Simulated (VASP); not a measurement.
# Se (P6_3/mmc) in VASP: further runs

Runs on Se. Level: PBE. Tasks: single point, relaxation of cell and atoms.

Everything below comes from runs of VASP 6.6.1. Logs are shortened: lines on timing, memory, paths and dates and some standing lists are left out, and cuts for length are marked.

### Step 1. The cell of the first run

The structure is hexagonal, space group P6_3/mmc (No. 194). The conventional cell has a = 3.599 Å, b = 3.599 Å, c = 3.911 Å, α = 90.00°, β = 90.00°, γ = 120.00°. Se (site symmetry -6m2) has 14 Se at 2.85 to 3.91 Å within 4.0 Å.

This isn't the form of Se at room conditions, which is trigonal, of chains.

### Step 2. Single point, PBE

Input file INCAR:

```
PREC = Accurate
ENCUT = 520
EDIFF = 1E-6
ISMEAR = 0
SIGMA = 0.1
LREAL = F
LASPH = T
NELM = 80
ALGO = Normal
ISIF = 2
LWAVE = F
LCHARG = F
GGA = PE
NBANDS = 13
```

Input file KPOINTS:

```
Automatic mesh
0
Gamma
  6 6 4
```

Input file POSCAR:

```
Se
1.0
    3.5991446279      0.0000000000      0.0000000000
   -1.7995723139      3.1169506796      0.0000000000
    0.0000000000      0.0000000000      3.9113228130
Se
2
Direct
    0.3333333333      0.6666666667      0.2500000000
    0.6666666667      0.3333333333      0.7500000000
```

Potentials or basis: VASP PAW PBE potentials, release 64 (Se).

On the command line:

```bash
> cat potpaw_PBE.64/Se/POTCAR > POTCAR
> mpirun -np 1 vasp_std > vasp.out
```

OUTCAR:

```text
PREC = Accurate
   ENCUT = 520
   EDIFF = 1E-6
   ISMEAR = 0
   LREAL = F
   LASPH = T
   NELM = 80
   ISIF = 2
   GGA = PE

 ion  position               nearest neighbor table
   1  0.333  0.667  0.250-
   2  0.667  0.333  0.750-

  LATTYP: Found a hexagonal cell.
 ALAT       =     3.5991446279
 C/A-ratio  =     1.0867367715

  Lattice vectors:

 A1 = (   3.5991446279,   0.0000000000,   0.0000000000)
 A2 = (  -1.7995723139,   3.1169506796,   0.0000000000)
 A3 = (   0.0000000000,   0.0000000000,   3.9113228130)

Analysis of symmetry for initial positions (statically):
=====================================================================
 Subroutine PRICEL returns:
 Original cell was already a primitive cell.

 Routine SETGRP: Setting up the symmetry group for a
 hexagonal supercell.

 Subroutine GETGRP returns: Found 24 space group operations
 (whereof 12 operations were pure point group operations)
 out of a pool of 24 trial point group operations.

The static configuration has the point symmetry D_3d.
 The point group associated with its full space group is D_6h.

Analysis of symmetry for dynamics (positions and initial velocities):
=====================================================================
 Subroutine PRICEL returns:
 Original cell was already a primitive cell.

 Routine SETGRP: Setting up the symmetry group for a
 hexagonal supercell.

 Subroutine GETGRP returns: Found 24 space group operations
 (whereof 12 operations were pure point group operations)
 out of a pool of 24 trial point group operations.

The dynamic configuration has the point symmetry D_3d.
 The point group associated with its full space group is D_6h.

 Subroutine INISYM returns: Found 24 space group operations
 (whereof 12 operations are pure point group operations),
 and found     1 'primitive' translations

----------------------------------------------------------------------------------------

                                     Primitive cell

  volume of cell :      43.8786

  direct lattice vectors                    reciprocal lattice vectors
     3.599144628  0.000000000  0.000000000     0.277843794  0.160413189  0.000000000
    -1.799572314  3.116950680  0.000000000     0.000000000  0.320826379  0.000000000
     0.000000000  0.000000000  3.911322813     0.000000000  0.000000000  0.255667979

  length of vectors
     3.599144628  3.599144628  3.911322813     0.320826379  0.320826379  0.255667979
[... 85 lines left out ...]
   POTIM  = 0.5000    time-step for ionic-motion
   TEBEG  =    0.0;   TEEND  =   0.0 temperature during run
   PSTRESS=    0.0 pullay stress
   NELECT =      12.0000    total number of electrons
   NUPDOWN=      -1.0000    fix difference up-down
   EMIN   =  10.00;   EMAX   =-10.00  energy-range for DOS
   EFERMI =   0.00;   METHOD = LEGACY
   ISMEAR =     0;   SIGMA  =   0.10  broadening in eV -4-tet -1-fermi 0-gaus
   EFERMI_NEDOS =   21; number of points for ismear=-14 and -15
   IALGO  =     38    algorithm
   IMIX   =      4    mixing-type and parameters
     AMIX     =   0.40;   BMIX     =  1.00
     AMIX_MAG =   1.60;   BMIX_MAG =  1.00
  volume/ion in A,a.u.               =      21.94       148.05
  Fermi-wavevector in a.u.,A,eV,Ry     =   1.062635  2.008090 15.363617  1.129194
  Thomas-Fermi vector in A             =   2.198093
   LORBIT       =      0    0 simple, 1 ext, 2 COOP (PROOUT), +10 PAW based schemes
   GGA     = PE    functional components
   LHFCALC =     F    Hartree Fock is set to
   AEXX    =    0.0000 exact exchange contribution
   IVDW    =     0    specifies the selected vdW correction
   LEPSILON=     F    determine dielectric tensor
   LRPA    =     F    only Hartree local field effects (RPA)
 non-spin polarized calculation
 Gauss-broadening in eV      SIGMA  =   0.10
  energy-cutoff  :      520.00
  volume of cell :       43.88
 maximum number of plane-waves:      1209
 NGX is ok and might be reduce to    28
   NGX = 13   NGY = 13   NGZ = 15

 number of electron      12.0000001 magnetization

 Free energy of the ion-electron system (eV)
  ---------------------------------------------------
  ext. energy  EPLUGINS =         0.00000000
  ---------------------------------------------------
  free energy    TOTEN  =        -6.23098210 eV

  energy without entropy =       -6.22459536  energy(sigma->0) =       -6.22778873

 E-fermi :   4.6902     XC(G=0): -10.1225

 val. band max:        4.6235625164   @ k =   0.3333   0.1667   0.2500
 cond. band min:       4.8278855890   @ k =   0.1667   0.1667   0.0000
 fundamental gap:      0.2043230726
 Fermi energy:         4.6901711000

 k-point     1 :       0.0000    0.0000    0.0000
  band No.  band energies     occupation
      1     -11.1731      2.00000
      2      -5.4566      2.00000
      3      -0.2224      2.00000
      4       2.8194      2.00000
      5       2.8194      2.00000
      6       5.8070      0.00000
      7       5.8070      0.00000
      8       8.3458      0.00000
      9       9.1696      0.00000
     10      12.3062      0.00000
     11      14.8898      0.00000
     12      14.8898      0.00000
     13      16.6276      0.00000
[... 306 lines left out ...]
  band No.  band energies     occupation
      1      -7.8153      2.00000
      2      -7.8153      2.00000
      3      -1.1906      2.00000
      4      -1.1906      2.00000
      5       1.2671      2.00000
      6       1.2671      2.00000
      7       8.1271      0.00000
      8       8.1271      0.00000
      9      14.9881      0.00000
     10      14.9881      0.00000
     11      16.9265      0.00000
     12      16.9265      0.00000
     13      18.4211      0.00000

------------------------ aborting loop because EDIFF is reached ----------------------------------------

  FORCE on cell =-STRESS in cart. coord.  units (eV):
  Direction    XX          YY          ZZ          XY          YZ          ZX
  --------------------------------------------------------------------------------------
  -------------------------------------------------------------------------------------
  Total       -0.0101960     -0.0101960      0.0248255     -0.0000000     -0.0000000     -0.0000000
  in kB       -0.3722943     -0.3722943      0.9064752     -0.0000000     -0.0000000     -0.0000000
  external PRESSURE =       0.0539622 kB  Pullay stress =       0.0000000 kB

 VOLUME and BASIS-vectors are now :
 -----------------------------------------------------------------------------
  energy-cutoff  :      520.00
  volume of cell :       43.88
      direct lattice vectors                 reciprocal lattice vectors
     3.599144628  0.000000000  0.000000000     0.277843794  0.160413189  0.000000000
    -1.799572314  3.116950680  0.000000000     0.000000000  0.320826379  0.000000000
     0.000000000  0.000000000  3.911322813     0.000000000  0.000000000  0.255667979

 POSITION                                       TOTAL-FORCE (eV/Angst)
 -----------------------------------------------------------------------------------
     -0.00000      2.07797      0.97783         0.000000     -0.000000      0.000000
      1.79957      1.03898      2.93349        -0.000000      0.000000      0.000000
 -----------------------------------------------------------------------------------
    total drift:                               -0.000000      0.000000      0.000000

  FREE ENERGIE OF THE ION-ELECTRON SYSTEM (eV)
  ---------------------------------------------------
  free  energy   TOTEN  =        -6.2309820985 eV

  energy  without entropy=       -6.2245953551  energy(sigma->0) =       -6.22778873
```

Wall time 4.6 s (1 thread of Intel Xeon 6975P-C (Granite Rapids), shared host); peak memory 0.15 GiB.

Results:

```
Free energy            : -6.2310 eV
Pressure               : 0.0 GPa
Band gap on the k mesh : zero (bands 6 and 7 overlap by 2.69 eV)
```

Stress tensor (GPa, compression positive):
```
-0.04  0.00  0.00
 0.00 -0.04  0.00
 0.00  0.00  0.09
```

Levels at points of the mesh, in eV from the Fermi level:
```csv
k point,band 4,band 5,band 6,band 7,band 8,band 9
"(0.00, 0.00, 0.00)",-1.87,-1.87,1.12,1.12,3.66,4.48
"(0.50, 0.00, 0.00)",-3.50,-2.74,-0.88,-0.55,2.35,4.30
"(0.00, 0.00, 0.50)",-0.76,-0.31,-0.31,-0.31,-0.31,8.51
"(0.50, 0.00, 0.50)",-6.08,-1.39,-1.39,1.32,1.32,8.80
```

Caveat: the k points lie up to 0.40 Å⁻¹ apart, too coarse for converged energies and pressures of a metal.

### Step 3. Single point, PBE

This run uses another cell than the first one, of 28.77 Å³/atom.

Input file INCAR:

```
SYSTEM = Se
ALGO = Normal ; EDIFF = 1E-6
ENCUT = 520 ; GGA = PE
ISIF = 2 ; ISMEAR = 0
LASPH = .TRUE. ; LCHARG = .TRUE.
LELF = .TRUE. ; LREAL = .FALSE.
LVHAR = .TRUE. ; LWAVE = .FALSE.
NBANDS = 13 ; NELM = 60
PREC = Accurate ; SIGMA = 0.1
```

Input file KPOINTS:

```
k-points
0
G
  6 6 4
  0 0 0
```

Input file POSCAR:

```
Se
1.0
    3.4466147851      0.0000000000      0.0000000000
   -1.7233073925      2.9848559609      0.0000000000
    0.0000000000      0.0000000000      5.5940383272
Se
2
Direct
    0.3333333333      0.6666666667      0.2500000000
    0.6666666667      0.3333333333      0.7500000000
```

Potentials or basis: VASP PAW PBE potentials, release 64 (Se).

On the command line:

```bash
> cat potpaw_PBE.64/Se/POTCAR > POTCAR
> mpirun -np 1 vasp_std > vasp.out
```

Run time: 6.7 s. Hardware: 1 thread of Intel Xeon 6975P-C (Granite Rapids), shared host; peak memory 0.17 GiB.

It converged, with:

| Property | Result |
| --- | --- |
| Free energy | -4.7864 eV |
| Pressure | -10.4 GPa |
| Band gap on the k mesh | zero (bands 6 and 7 overlap by 2.60 eV) |

Stress tensor (GPa, compression positive):
```
 -8.95   0.00   0.00
  0.00  -8.95   0.00
  0.00   0.00 -13.23
```

Levels at points of the mesh, in eV from the Fermi level:
```csv
k point,band 4,band 5,band 6,band 7,band 8,band 9
"(0.00, 0.00, 0.00)",0.90,0.90,1.62,1.62,1.69,7.49
"(0.50, 0.00, 0.00)",-2.73,-1.93,-0.54,-0.29,0.95,6.42
"(0.00, 0.00, 0.50)",-1.68,1.25,1.25,1.25,1.25,8.45
"(0.50, 0.00, 0.50)",-3.92,0.05,0.05,0.11,0.11,6.96
```

Caveat: the cell stands under tension.

(Continued in part 2 of 2.)
